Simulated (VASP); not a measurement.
## BN: single point with LDA

Crystal: BN.

```
CELL_PARAMETERS angstrom
2.50399 0.00000 0.00000
-1.25200 2.16852 0.00000
0.00000 0.00000 6.66120
ATOMIC_POSITIONS crystal
B 0.30661 0.64710 0.25000
B 0.69339 0.35290 0.75000
N 0.36003 0.68621 0.75000
N 0.63997 0.31379 0.25000
```

This cell differs from its parent crystal: mode 4 (44.4 1/cm) frozen in, largest displacement -0.060 Å.

| Property | Result |
| --- | --- |
| Program | VASP 6.6.1 |
| Task | single point |
| Functional | LDA |
| Potentials or basis | VASP PAW LDA potentials, release 64 (B, N) |
| Cutoff | 520 eV |
| k mesh | 12 × 12 × 4 |
| Occupations | gaussian, width 0.05 eV |
| Spin | no spin polarisation |
| Dipole correction | no |
| Further INCAR settings | ALGO = Normal; EDIFF = 1e-07; NBANDS = 16 |

```
Pressure               : -4.2 GPa
Largest force          : 0.005 eV/Å
Band gap on the k mesh : 3.85 eV, indirect (least direct gap 4.25 eV)
```

Forces in eV/Å, atoms in the order of the input:
```
B    0.004  0.003  0.000
B   -0.004 -0.003  0.000
N   -0.002 -0.004  0.000
N    0.002  0.004  0.000
```

Stress tensor (GPa, compression positive):
```
-5.91 -0.06  0.00
-0.06 -5.79  0.00
 0.00  0.00 -0.76
```

Levels at points of the mesh, in eV from the valence-band top:
```
           k point  band 5  band 6  band 7  band 8  band 9  band 10  band 11  band 12
(0.00, 0.00, 0.00)   -1.39   -1.38   -1.35   -1.35    4.87     9.95    11.38    11.40
(0.50, 0.00, 0.00)   -4.20   -4.14   -1.55   -0.40    3.85     5.62     9.42     9.91
(0.00, 0.50, 0.00)   -4.20   -4.14   -1.48   -0.54    4.19     5.34     9.42     9.89
(0.50, 0.50, 0.00)   -4.20   -4.14   -1.50   -0.50    4.09     5.42     9.41     9.90
(0.00, 0.00, 0.50)   -1.37   -1.37   -1.37   -1.37    7.27     7.27    11.45    11.45
(0.50, 0.00, 0.50)   -4.17   -4.17   -0.98   -0.98    4.52     4.52     9.84     9.84
(0.00, 0.50, 0.50)   -4.17   -4.17   -0.98   -0.98    4.52     4.52     9.86     9.86
(0.50, 0.50, 0.50)   -4.17   -4.17   -0.98   -0.98    4.52     4.52     9.86     9.86
```

It took 70 s on 1 thread of Intel(R) Xeon(R) Platinum 8488C (Sapphire Rapids), on a shared host, peak memory 0.2 GiB.

Caveat: the cell differs from its parent crystal (mode 4 (44.4 1/cm) frozen in, largest displacement -0.060 Å). A k mesh can miss the band edges.
